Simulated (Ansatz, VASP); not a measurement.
# AlCo3: VASP beside Ansatz

```
CELL_PARAMETERS angstrom
3.57495 -0.02681 0.00000
-0.02681 3.57495 0.00000
0.00000 0.00000 3.57495
ATOMIC_POSITIONS crystal
Al 0.00000 0.00000 0.00000
Co 0.50000 0.50000 0.00000
Co 0.50000 0.00000 0.50000
Co 0.00000 0.50000 0.50000
```

Alike in both runs: task single point; functional LDA; k mesh 10 × 10 × 10; occupations fermi-dirac, width 0.05 eV; collinear spin.

|  | VASP | Ansatz |
| --- | --- | --- |
| version | VASP 6.6.1 | Ansatz 0.2.0 |
| potentials or method | VASP PAW LDA potentials, release 64 (Al, Co), cutoff 520 eV | plane waves, PAW |
| valence electrons in the cell | 30 | 54 |

VASP gave:

| Property | Result |
| --- | --- |
| net moment per atom (μB) | 0.92 |
| size of the moment on the site where the two differ most (μB) | 1.24 |

Question: What did Ansatz give for the same quantities?

Answer: net moment per atom (μB): 0.94; size of the moment on the site where the two differ most (μB): 1.29.

LDA's correlation is that of Perdew and Zunger in VASP and of Perdew and Wang (1992) in Ansatz. Site moments also hang on the region over which each program counts them. VASP's potentials hold 30 valence electrons a cell and Ansatz's 54, so a difference there can come from the potentials and not from the codes.
